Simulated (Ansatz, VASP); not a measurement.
One calculation of C, two programs

```
C
1.0
     0.00000    1.78563    1.78563
     1.78563    0.00000    1.78563
     1.78563    1.78563    0.00000
C
2
Direct
  0.00000 0.00000 0.00000
  0.25000 0.25000 0.25000
```

Alike in both runs: task relaxation of cell and atoms; functional PBE; k mesh 12 × 12 × 12; occupations gaussian, width 0.02 eV; no spin polarisation.

|  | VASP | Ansatz |
| --- | --- | --- |
| version | VASP 6.6.1 | Ansatz 0.2.0 |
| potentials or method | VASP PAW PBE potentials, release 64 (C), cutoff 600 eV | scalar-relativistic, plane waves, PAW |
| valence electrons in the cell | 8 | 8 |

```tsv
	VASP	Ansatz	Ansatz less VASP
gap on the k mesh at the Fermi level, each at its own relaxed structure (eV)	4.14	4.15	+0.006
relaxed volume (Å³/atom)	5.69	5.69	+0.001
relaxed cell length with the largest relative difference (Å)	2.525	2.525	+0.0001
```

Noted on VASP's run: the relaxation stopped at its first step, so nothing moved.
